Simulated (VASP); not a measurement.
# C (Fmmm) in VASP: a series of runs

The runs below take C through relaxation of cell and atoms, single point, with r2SCAN+rVV10, LDA, PBEsol.

Everything below comes from runs of VASP 6.6.1. Logs are shortened: lines on timing, memory, paths and dates and some standing lists are left out, and cuts for length are marked.

## 1. The cell of the first run

Symmetry: Fmmm, No. 69, orthorhombic system. Conventional cell: a = 2.456 Å, b = 4.254 Å, c = 6.696 Å, α = 90.00°, β = 90.00°, γ = 90.00°. C (site symmetry m2m) has 3 C at 1.42 Å within 1.9 Å.

## 2. Relaxation of cell and atoms, r2SCAN+rVV10

The input, POSCAR:

```
C
1.0
    0.0000000000      2.1270000000      3.3480000000
    1.2280000000      0.0000000000      3.3480000000
    1.2280000000      2.1270000000      0.0000000000
C
2
Direct
    0.1666700000      0.8333300000      0.1666700000
    0.8333300000      0.1666700000      0.8333300000
```

The input, INCAR.step1:

```
SYSTEM = C
PREC = Accurate
ENCUT = 600
ISMEAR = -1
SIGMA = 0.1
LREAL = .FALSE.
LASPH = .TRUE.
NELM = 80
GGA = PE
ALGO = Normal
EDIFF = 1E-4
LWAVE = .TRUE.
LCHARG = .FALSE.
```

The input, INCAR.step2:

```
SYSTEM = C
PREC = Accurate
ENCUT = 600
EDIFF = 1E-6
ISMEAR = -1
SIGMA = 0.1
LREAL = .FALSE.
LASPH = .TRUE.
NELM = 80
ALGO = Normal
ISIF = 3
LWAVE = .FALSE.
LCHARG = .FALSE.
METAGGA = R2SCAN
LMIXTAU = .TRUE.
LUSE_VDW = .TRUE.
IVDW_NL = 2
BPARAM = 11.95
CPARAM = 0.0093
IBRION = 2
NSW = 80
EDIFFG = -0.005
ISTART = 1
```

The input, KPOINTS:

```
Automatic mesh
0
G
  15 15 15
  0 0 0
```

Potentials or basis: VASP PAW PBE potentials, release 64 (C).

Run with:

```
$ cat potpaw_PBE.64/C/POTCAR > POTCAR
$ cp INCAR.step1 INCAR
$ mpirun -np 1 vasp_std > vasp.out
$ cp INCAR.step2 INCAR
$ mpirun -np 1 vasp_std > vasp.out
```

OUTCAR:

```text
SYSTEM = C
   PREC = Accurate
   ENCUT = 600
   EDIFF = 1E-6
   ISMEAR = -1
   LREAL = .FALSE.
   LASPH = .TRUE.
   NELM = 80
   ISIF = 3
   METAGGA = R2SCAN
   IVDW_NL = 2
   BPARAM = 11.95
   IBRION = 2
   NSW = 80
   EDIFFG = -0.005
   ISTART = 1

 ion  position               nearest neighbor table
   1  0.167  0.833  0.167-   2 1.42   2 1.42   2 1.42
   2  0.833  0.167  0.833-   1 1.42   1 1.42   1 1.42

  LATTYP: Found a face centered orthorhombic cell.
 ALAT       =     2.4560000000
 B/A-ratio  =     1.7320846906
 C/A-ratio  =     2.7263843648

  Lattice vectors:

 A1 = (   0.0000000000,   2.1270000000,   3.3480000000)
 A2 = (   1.2280000000,   0.0000000000,   3.3480000000)
 A3 = (   1.2280000000,   2.1270000000,   0.0000000000)

Analysis of symmetry for initial positions (statically):
=====================================================================
 Subroutine PRICEL returns:
 Original cell was already a primitive cell.

 Routine SETGRP: Setting up the symmetry group for a
 face centered orthorhombic supercell.

 Subroutine GETGRP returns: Found  8 space group operations
 (whereof  8 operations were pure point group operations)
 out of a pool of  8 trial point group operations.

The static configuration has the point symmetry D_2h.

Analysis of symmetry for dynamics (positions and initial velocities):
=====================================================================
 Subroutine PRICEL returns:
 Original cell was already a primitive cell.

 Routine SETGRP: Setting up the symmetry group for a
 face centered orthorhombic supercell.

 Subroutine GETGRP returns: Found  8 space group operations
 (whereof  8 operations were pure point group operations)
 out of a pool of  8 trial point group operations.

The dynamic configuration has the point symmetry D_2h.

 Subroutine INISYM returns: Found  8 space group operations
 (whereof  8 operations are pure point group operations),
 and found     1 'primitive' translations

----------------------------------------------------------------------------------------

                                     Primitive cell

  volume of cell :      17.4897

  direct lattice vectors                    reciprocal lattice vectors
     0.000000000  2.127000000  3.348000000    -0.407166124  0.235072873  0.149342891
     1.228000000  0.000000000  3.348000000     0.407166124 -0.235072873  0.149342891
     1.228000000  2.127000000  0.000000000     0.407166124  0.235072873 -0.149342891

  length of vectors
     3.966513961  3.566102635  2.456036034     0.493301943  0.493301943  0.493301943

  position of ions in fractional coordinates (direct lattice)
     0.166670000  0.833330000  0.166670000
     0.833330000  0.166670000  0.833330000

  ion indices of the primitive-cell ions
   primitive index   ion index
                 1           1
                 2           2

----------------------------------------------------------------------------------------

 KPOINTS: Automatic mesh

Automatic generation of k-mesh.
 Grid dimensions read from file:
 generate k-points for:   15   15   15

 Generating k-lattice:

  Cartesian coordinates                     Fractional coordinates (reciprocal lattice)
    -0.027144408  0.015671525  0.009956193     0.066666667  0.000000000  0.000000000
     0.027144408 -0.015671525  0.009956193     0.000000000  0.066666667  0.000000000
     0.027144408  0.015671525 -0.009956193     0.000000000  0.000000000  0.066666667

  Length of vectors
     0.032886796  0.032886796  0.032886796

  Shift w.r.t. Gamma in fractional coordinates (k-lattice)
     0.000000000  0.000000000  0.000000000

 Subroutine IBZKPT returns following result:
 ===========================================

 Found    512 irreducible k-points:

 Following reciprocal coordinates:
            Coordinates               Weight
  0.000000  0.000000  0.000000      1.000000
  0.066667 -0.000000  0.000000      8.000000
  0.133333  0.000000 -0.000000      8.000000
  0.200000 -0.000000  0.000000      8.000000
  0.266667  0.000000 -0.000000      8.000000
  0.333333  0.000000 -0.000000      8.000000
[... 16 lines left out ...]
  0.133333  0.133333  0.000000      2.000000
  0.200000  0.133333  0.000000      8.000000
 [... further k-points ...]
   k-points           NKPTS =    512   k-points in BZ     NKDIM =    512   number of bands    NBANDS=      8
   number of dos      NEDOS =    301   number of ions     NIONS =      2
   total plane-waves  NPLWV =  17920
   dimension x,y,z NGX =    32 NGY =   28 NGZ =   20
   dimension x,y,z NGXF=    64 NGYF=   56 NGZF=   40
   ions per type =               2
   NGX,Y,Z   is equivalent  to a cutoff of  13.41, 13.05, 13.54 a.u.
   NGXF,Y,Z  is equivalent  to a cutoff of  26.82, 26.11, 27.08 a.u.
 SYSTEM =  C
   PREC   = accura    normal or accurate (medium, high low for compatibility)
   ISTART =      1    job   : 0-new  1-cont  2-samecut
   ICHARG =      0    charge: 1-file 2-atom 10-const
   ISPIN  =      1    spin polarized calculation?
   LNONCOLLINEAR =      F non collinear calculations
   LSORBIT =      F    spin-orbit coupling
   LASPH  =      T    aspherical Exc in radial PAW
   ENCUT  =  600.0 eV  44.10 Ry    6.64 a.u.   7.92  7.12  4.91*2*pi/ulx,y,z
   NELM   =     80;   NELMIN=  2; NELMDL=  0     # of ELM steps
   EDIFF  = 0.1E-05   stopping-criterion for ELM
   LREAL  =      F    real-space projection
   EDIFFG = -.5E-02   stopping-criterion for IOM
   NSW    =     80    number of steps for IOM
   IBRION =      2    ionic relax: 0-MD 1-quasi-New 2-CG
   NFREE  =      1    steps in history (QN), initial steepest desc. (CG)
   ISIF   =      3    stress and relaxation
   ISYM   =      2    0-nonsym 1-usesym 2-fastsym
   POTIM  = 0.5000    time-step for ionic-motion
   TEBEG  =    0.0;   TEEND  =   0.0 temperature during run
   PSTRESS=    0.0 pullay stress
   NELECT =       8.0000    total number of electrons
   NUPDOWN=      -1.0000    fix difference up-down
   EMIN   =  10.00;   EMAX   =-10.00  energy-range for DOS
   EFERMI =   0.00;   METHOD = LEGACY
   ISMEAR =    -1;   SIGMA  =   0.10  broadening in eV -4-tet -1-fermi 0-gaus
   EFERMI_NEDOS =   21; number of points for ismear=-14 and -15
   IALGO  =     38    algorithm
   IMIX   =      4    mixing-type and parameters
     AMIX     =   0.40;   BMIX     =  1.00
     AMIX_MAG =   1.60;   BMIX_MAG =  1.00
  volume/ion in A,a.u.               =       8.74        59.01
  Fermi-wavevector in a.u.,A,eV,Ry     =   1.261376  2.383654 21.647797  1.591068
  Thomas-Fermi vector in A             =   2.394838
   LORBIT       =      0    0 simple, 1 ext, 2 COOP (PROOUT), +10 PAW based schemes
   METAGGA = R2SCAN    functional components
   LHFCALC =     F    Hartree Fock is set to
   AEXX    =    0.0000 exact exchange contribution
   IVDW_NL    =     2    kernel type
   BPARAM     =11.9500
   IVDW    =     0    specifies the selected vdW correction
   LEPSILON=     F    determine dielectric tensor
   LRPA    =     F    only Hartree local field effects (RPA)
 conjugate gradient relaxation of ions
 non-spin polarized calculation
  energy-cutoff  :      600.00
  volume of cell :       17.49
 maximum number of plane-waves:       599
   NGX = 15   NGY = 15   NGZ =  9

--------------------------------------- Ionic step        1  -------------------------------------------

 number of electron       8.0000000 magnetization

 Free energy of the ion-electron system (eV)
  ---------------------------------------------------
  ext. energy  EPLUGINS =         0.00000000
  ---------------------------------------------------
  free energy    TOTEN  =       -19.71823909 eV

  energy without entropy =      -19.71707610  energy(sigma->0) =      -19.71765759

------------------------ aborting loop because EDIFF is reached ----------------------------------------

  FORCE on cell =-STRESS in cart. coord.  units (eV):
  Direction    XX          YY          ZZ          XY          YZ          ZX
  --------------------------------------------------------------------------------------
  -------------------------------------------------------------------------------------
  Total        0.0490929     -0.0186322     -0.0276087      0.0000000      0.0000000      0.0000000
  in kB        4.4972616     -1.7068382     -2.5291540      0.0000000      0.0000000      0.0000000
  external PRESSURE =       0.0870898 kB  Pullay stress =       0.0000000 kB
[... 89 lines left out ...]
  FREE ENERGIE OF THE ION-ELECTRON SYSTEM (eV)
  ---------------------------------------------------
  free  energy   TOTEN  =       -19.7182566177 eV

  energy  without entropy=      -19.7170931288  energy(sigma->0) =      -19.71767487

[... ionic steps 4 to 14 ...]

--------------------------------------- Ionic step       15  -------------------------------------------

 number of electron       8.0000000 magnetization

------------------------ aborting loop because EDIFF is reached ----------------------------------------

  FORCE on cell =-STRESS in cart. coord.  units (eV):
  Direction    XX          YY          ZZ          XY          YZ          ZX
  --------------------------------------------------------------------------------------
  -------------------------------------------------------------------------------------
  Total        0.0001257     -0.0091832     -0.0132730     -0.0000000      0.0000000      0.0000000
  in kB        0.0115772     -0.8460967     -1.2229170     -0.0000000      0.0000000      0.0000000
  external PRESSURE =      -0.6858121 kB  Pullay stress =       0.0000000 kB
[... 57 lines left out ...]
  energy  without entropy=      -19.7171842164  energy(sigma->0) =      -19.71775754

--------------------------------------- Ionic step       17  -------------------------------------------

 number of electron       8.0000000 magnetization

 Free energy of the ion-electron system (eV)
  ---------------------------------------------------
  ext. energy  EPLUGINS =         0.00000000
  ---------------------------------------------------
  free energy    TOTEN  =       -19.71833140 eV

  energy without entropy =      -19.71718417  energy(sigma->0) =      -19.71775779

 E-fermi :   4.7451     XC(G=0): -11.2725

 val. band max:        4.7194412352   @ k =  -0.2667   0.0667   0.3333
 cond. band min:       4.8205110339   @ k =  -0.2000   0.1333   0.3333
 fundamental gap:      0.1010697988
 Fermi energy:         4.7450753096

 k-point     1 :       0.0000    0.0000    0.0000
  band No.  band energies     occupation
      1     -16.2306      2.00000
      2      -2.2230      2.00000
      3       1.5606      2.00000
      4       1.5838      2.00000
      5       9.1463      0.00000
      6      13.4832      0.00000
      7      13.5526      0.00000
      8      17.1943      0.00000
[... 243 lines left out ...]
 k-point    24 :       0.2000    0.1333    0.0000
  band No.  band energies     occupation
      1     -16.0424      2.00000
      2      -2.7146      2.00000
      3       1.1131      2.00000
      4       1.3277      2.00000
      5      10.6575      0.00000
      6      13.5819      0.00000
      7      13.9840      0.00000
      8      16.8078      0.00000

 [... further k-points ...]

------------------------ aborting loop because EDIFF is reached ----------------------------------------

  FORCE on cell =-STRESS in cart. coord.  units (eV):
  Direction    XX          YY          ZZ          XY          YZ          ZX
  --------------------------------------------------------------------------------------
  -------------------------------------------------------------------------------------
  Total        0.0045281     -0.0043094      0.0047431      0.0000000      0.0000000      0.0000000
  in kB        0.4171991     -0.3970524      0.4370087      0.0000000      0.0000000      0.0000000
  external PRESSURE =       0.1523851 kB  Pullay stress =       0.0000000 kB
[... 17 lines left out ...]
  FREE ENERGIE OF THE ION-ELECTRON SYSTEM (eV)
  ---------------------------------------------------
  free  energy   TOTEN  =       -19.7183314029 eV

  energy  without entropy=      -19.7171841699  energy(sigma->0) =      -19.71775779

 reached required accuracy - stopping structural energy minimisation
```

Run time: 34 min. Hardware: 1 thread of AMD EPYC 9R45 (Zen 5), shared host; peak memory 0.26 GiB.

What came out:

```yaml
Free_energy: -19.7183 eV
Relaxed_volume: 8.69 Å³/atom
Relaxed_cell: a = 3.950 Å, b = 3.548 Å, c = 2.456 Å, α = 80.03°, β = 62.21°, γ = 37.76°
Space_group_after_relaxing_to_0.05_Å: Fmmm (No. 69)
Energy_gained_by_relaxing: 0.0 meV/atom
Ionic_steps: 17
Pressure_after_relaxing: 0.0 GPa
Band_gap_on_the_k_mesh: 0.10 eV, indirect (least direct gap 0.11 eV)
```

Final structure:
```
C
1.0
     0.00000    2.12648    3.32833
     1.22847    0.00000    3.32833
     1.22847    2.12648    0.00000
C
2
Direct
  0.16668 0.83332 0.16668
  0.83332 0.16668 0.83332
```

Levels at points of the mesh, in eV from the valence-band top:
```tsv
k point	band 1	band 2	band 3	band 4	band 5	band 6	band 7	band 8
(0.00, 0.00, 0.00)	-20.95	-6.94	-3.16	-3.14	4.43	8.76	8.83	12.47
```

Caveat: the PAW data sets were made with another functional, which shifts forces and pressure a little.

## 3. Single point, LDA

This run uses another cell than the first one, of 8.69 Å³/atom, 0.994 times its volume.

The input, INCAR:

```
SYSTEM = C
PREC = Accurate ; ENCUT = 520
EDIFF = 1E-6 ; ISMEAR = -1
SIGMA = 0.1 ; LREAL = .FALSE.
LASPH = .TRUE. ; NELM = 80
ALGO = Normal ; ISIF = 2
LWAVE = .FALSE. ; LCHARG = .FALSE.
GGA = CA ; NBANDS = 11
```

KPOINTS is that of step 2.

The input, POSCAR:

```
C
1.0
    0.0000000000      2.1167336860      3.3584392927
    1.2228359867      0.0000000000      3.3584392927
    1.2228359867      2.1167336860      0.0000000000
C
2
Direct
    0.1666956524      0.8333043476      0.1666956524
    0.8333043476      0.1666956524      0.8333043476
```

Potentials or basis: VASP PAW LDA potentials, release 64 (C).

Run with:

```
$ cat potpaw_LDA.64/C/POTCAR > POTCAR
$ mpirun -np 1 vasp_std > vasp.out
```

It took 88 s on 1 thread of Intel Xeon Platinum 8259CL at 2.50GHz (Skylake/Cascade Lake), shared host; peak memory 0.18 GiB.

Results (log left out):

```
Free energy            : -20.2204 eV
Pressure               : 0.8 GPa
Band gap on the k mesh : 0.09 eV, indirect (the least direct gap lies 3.1 meV higher)
```

Stress tensor (GPa, compression positive):
```
 1.25  0.00  0.00
 0.00  1.24  0.00
 0.00  0.00 -0.11
```

Levels at points of the mesh, in eV from the valence-band top:
| k point | band 1 | band 2 | band 3 | band 4 | band 5 | band 6 | band 7 | band 8 |
| --- | --- | --- | --- | --- | --- | --- | --- | --- |
| (0.00, 0.00, 0.00) | -19.60 | -6.68 | -2.96 | -2.95 | 3.81 | 8.48 | 8.54 | 11.62 |

A k mesh can miss the band edges.

## 4. Single point, PBEsol

This run uses another cell than the first one, of 9.60 Å³/atom, 1.098 times its volume.

The input, INCAR:

```
SYSTEM = C
PREC = Accurate ; ENCUT = 520
EDIFF = 1E-6 ; ISMEAR = -1
SIGMA = 0.1 ; LREAL = .FALSE.
LASPH = .TRUE. ; NELM = 60
ALGO = Normal ; ISIF = 2
LWAVE = .FALSE. ; LCHARG = .FALSE.
GGA = PS ; NBANDS = 11
```

The input, KPOINTS:

```
regular mesh
0
G
  15 15 15
  0 0 0
```

The input, POSCAR:

```
C
1.0
    0.0000000000      2.1292327983      3.6667755763
    1.2295992742      0.0000000000      3.6667755763
    1.2295992742      2.1292327983      0.0000000000
C
2
Direct
    0.1666751545      0.8333248455      0.1666751545
    0.8333248455      0.1666751545      0.8333248455
```

Potentials or basis: VASP PAW PBE potentials, release 64 (C).

Run with:

```
$ cat potpaw_PBE.64/C/POTCAR > POTCAR
$ mpirun -np 1 vasp_std > vasp.out
```

It took 72 s on 1 thread of Intel Xeon Platinum 8259CL at 2.50GHz (Skylake/Cascade Lake), shared host; peak memory 0.2 GiB.

It converged, with:

```
Free energy            : -19.2888 eV
Pressure               : 0.6 GPa
Band gap on the k mesh : 0.05 eV, indirect (the least direct gap lies 0.9 meV higher)
```

Stress tensor (GPa, compression positive):
```
 0.95  0.00  0.00
 0.00  0.95  0.00
 0.00  0.00 -0.07
```

Levels at points of the mesh, in eV from the valence-band top:
```tsv
k point	band 1	band 2	band 3	band 4	band 5	band 6	band 7	band 8	band 9
(0.00, 0.00, 0.00)	-19.60	-7.03	-2.97	-2.97	3.47	8.36	8.39	11.55	12.86
```

Caveat: the PAW data sets were made with another functional, which shifts forces and pressure a little. A k mesh can miss the band edges.

## 5. Single point, r2SCAN+rVV10

This run uses another cell than the first one, of 8.78 Å³/atom, 1.004 times its volume.

The input, POSCAR:

```
C
1.0
    0.0000000000      2.1257015075      3.3648601949
    1.2280358063      0.0000000000      3.3648601949
    1.2280358063      2.1257015075      0.0000000000
C
2
Direct
    0.1666821324      0.8333178676      0.1666821324
    0.8333178676      0.1666821324      0.8333178676
```

The input, INCAR.step1:

```
SYSTEM = C
ALGO = Normal
EDIFF = 1E-4
ENCUT = 520
GGA = PE
ISMEAR = -1
LASPH = .True.
LCHARG = .False.
LREAL = .False.
LWAVE = .True.
NBANDS = 11
NELM = 100
PREC = Accurate
SIGMA = 0.1
```

The input, INCAR.step2:

```
SYSTEM = C
ALGO = Normal
BPARAM = 11.95
CPARAM = 0.0093
EDIFF = 1E-7
ENCUT = 520
ISIF = 2
ISMEAR = -1
ISTART = 1
IVDW_NL = 2
LASPH = .True.
LCHARG = .False.
LMIXTAU = .True.
LREAL = .False.
LUSE_VDW = .True.
LWAVE = .False.
METAGGA = R2SCAN
NBANDS = 11
NELM = 100
PREC = Accurate
SIGMA = 0.1
```

The input, KPOINTS:

```
k-points
0
Gamma
  15 15 15
  0 0 0
```

Run with:

```
$ cat potpaw_PBE.64/C/POTCAR > POTCAR
$ cp INCAR.step1 INCAR
$ mpirun -np 1 vasp_std > vasp.out
$ cp INCAR.step2 INCAR
$ mpirun -np 1 vasp_std > vasp.out
```

Wall time 9 min (1 thread of Intel Xeon Platinum 8259CL at 2.50GHz (Skylake/Cascade Lake), shared host); peak memory 0.27 GiB.

Results (log left out):

* Free energy: -19.7118 eV
* Pressure: 0.7 GPa
* Band gap on the k mesh: 0.10 eV, indirect (least direct gap 0.11 eV)

Forces in eV/Å, atoms in the order of the input:
```
C    0.000 -0.002  0.000
C    0.000  0.002  0.000
```

Stress tensor (GPa, compression positive):
```
 1.11  0.00  0.00
 0.00  1.11  0.00
 0.00  0.00 -0.15
```

Levels at points of the mesh, in eV from the valence-band top:
```csv
k point,band 2,band 3,band 4,band 5,band 6,band 7
"(0.00, 0.00, 0.00)",-7.02,-3.16,-3.14,4.31,8.77,8.83
```

Caveat: the PAW data sets were made with another functional, which shifts forces and pressure a little.

## 6. Overview

```tsv
task	level	potentials or basis	cell	cutoff (eV)	gap on the mesh (eV)	pressure (GPa)
relaxation of cell and atoms	r2SCAN+rVV10	VASP PAW PBE potentials, release 64 (C)	relaxed from a = 3.967, b = 3.566, c = 2.456 Å, angles 80.1, 62.3, 37.6°, 2 atoms	600	0.10	0.0
single point	LDA	VASP PAW LDA potentials, release 64 (C)	a = 3.970, b = 3.574, c = 2.445 Å, angles 80.1, 62.5, 37.4°, 2 atoms	520	0.09	0.8
single point	PBEsol	VASP PAW PBE potentials, release 64 (C)	a = 4.240, b = 3.867, c = 2.459 Å, angles 80.9, 64.2, 34.9°, 2 atoms	520	0.05	0.6
single point	r2SCAN+rVV10	VASP PAW PBE potentials, release 64 (C)	a = 3.980, b = 3.582, c = 2.455 Å, angles 80.1, 62.5, 37.4°, 2 atoms	520	0.10	0.7
```

Alike in all rows: no spin polarisation; k mesh 15 × 15 × 15; smearing fermi-dirac 0.1 eV.

Caveats: the PAW data sets were made with another functional, which shifts forces and pressure a little (some runs).

Total energies depend on the potentials used, so only differences within one code and one set of settings carry meaning.
